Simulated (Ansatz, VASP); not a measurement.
## One calculation of Re, two programs

```xyz
1
Lattice="0.0000 2.0010 2.0010 2.0010 0.0000 2.0010 2.0010 2.0010 0.0000" Properties=species:S:1:pos:R:3 pbc="T T T"
Re    0.0000    0.0000    0.0000
```

Change from the starting cell: volume scaled by 1.04, crystal datasets.

Alike in both runs: task electric field gradients; functional PBE; k mesh 14 × 14 × 14; occupations fermi-dirac, width 0.03 eV; no spin polarisation.

|  | VASP | Ansatz |
| --- | --- | --- |
| version | VASP 6.6.1 | Ansatz 0.2.0 |
| potentials or method | VASP PAW PBE potentials, release 64 (Re), cutoff 520 eV | all-electron PAW with datasets made for the crystal, scalar-relativistic |

VASP gave:

```
pressure (GPa) : -21.4
```

Estimate Ansatz's values.

pressure (GPa): -20.5.

Ansatz ran all-electron here, and VASP with PAW potentials.

Spin-orbit coupling is off throughout.
